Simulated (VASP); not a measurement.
Write the native input for VASP 6.6.1 that does the following.

| Item | Value |
| --- | --- |
| Task | single point |
| Functional | HSE06 |
| Potentials or basis | VASP PAW PBE potentials, release 64 (Pt, S) |
| Cutoff | 400 eV |
| k mesh | 6 × 6 × 4 |
| Occupations | gaussian, width 0.01 eV |
| Spin | no spin polarisation |
| Dipole correction | no |
| Grid for exact exchange (PRECFOCK) | Normal |
| Further INCAR settings | ALGO = Normal; EDIFF = 1e-06; NBANDS = 18 |
| Share of exact exchange | 0.25 |
| Screening parameter | 0.2079 1/Å |

The system is PtS2.

```
CELL_PARAMETERS angstrom
3.55262 0.00000 0.00000
-1.77631 3.07666 0.00000
0.00000 0.00000 5.12283
ATOMIC_POSITIONS crystal
Pt 0.00000 0.00000 0.00000
S 0.33333 0.66667 0.23925
S 0.66667 0.33333 0.76075
```

One way to write it, as run:

POSCAR

```
PtS2
1.0
    3.5526240046      0.0000000000      0.0000000000
   -1.7763120023      3.0766626381      0.0000000000
    0.0000000000      0.0000000000      5.1228330609
Pt S
1 2
Direct
    0.0000000000      0.0000000000      0.0000000000
    0.3333333333      0.6666666667      0.2392541205
    0.6666666667      0.3333333333      0.7607458795
```

INCAR.step1

```
ALGO     = Normal         # electronic algorithm
EDIFF    = 1E-5           # SCF threshold, eV
ENCUT    = 400            # plane-wave cutoff, eV
GGA      = PE             # functional
GGA_COMPAT= F            
ISIF     = 2              # what is computed and relaxed
ISMEAR   = 0              # smearing method
LASPH    = T              # aspherical terms in the spheres
LCHARG   = F              # write CHGCAR
LREAL    = F              # projectors in reciprocal space
LWAVE    = T              # write WAVECAR
NBANDS   = 18             # bands
NELM     = 120            # most SCF steps
PREC     = Accurate       # precision mode
SIGMA    = 0.01           # smearing width, eV
```

INCAR.step2

```
ALGO     = Normal         # electronic algorithm
EDIFF    = 1E-6           # SCF threshold, eV
ENCUT    = 400            # plane-wave cutoff, eV
GGA      = PE             # functional
GGA_COMPAT= F            
HFSCREEN = 0.2079         # screening, 1/A
ISIF     = 2              # what is computed and relaxed
ISMEAR   = 0              # smearing method
ISTART   = 1            
LASPH    = T              # aspherical terms in the spheres
LCHARG   = F              # write CHGCAR
LHFCALC  = T              # exact exchange
LREAL    = F              # projectors in reciprocal space
LWAVE    = F              # write WAVECAR
NBANDS   = 18             # bands
NELM     = 120            # most SCF steps
PREC     = Accurate       # precision mode
PRECFOCK = Normal       
SIGMA    = 0.01           # smearing width, eV
```

KPOINTS

```
k-points
0
Gamma
  6 6 4
```

Potentials or basis: VASP PAW PBE potentials, release 64 (Pt, S).

The run is started by

```sh
$ cat potpaw_PBE.64/Pt/POTCAR potpaw_PBE.64/S/POTCAR > POTCAR
$ cp INCAR.step1 INCAR
$ mpirun -np 1 vasp_std > vasp.out
$ cp INCAR.step2 INCAR
$ mpirun -np 1 vasp_std > vasp.out
```

It gave:

The pressure is -1.4 GPa, the largest force is 0.411 eV/Å and the band gap on the k mesh is 1.40 eV (least direct gap 2.14 eV).

Caveat: the PAW data sets were made with another functional, which shifts forces and pressure a little; spin-orbit coupling is left out, which moves the levels of the heavy elements.

Run time: 43 min on 1 thread of Intel(R) Xeon(R) Platinum 8259CL CPU @ 2.50GHz (Skylake/Cascade Lake), on a shared host, peak memory 0.28 GiB.
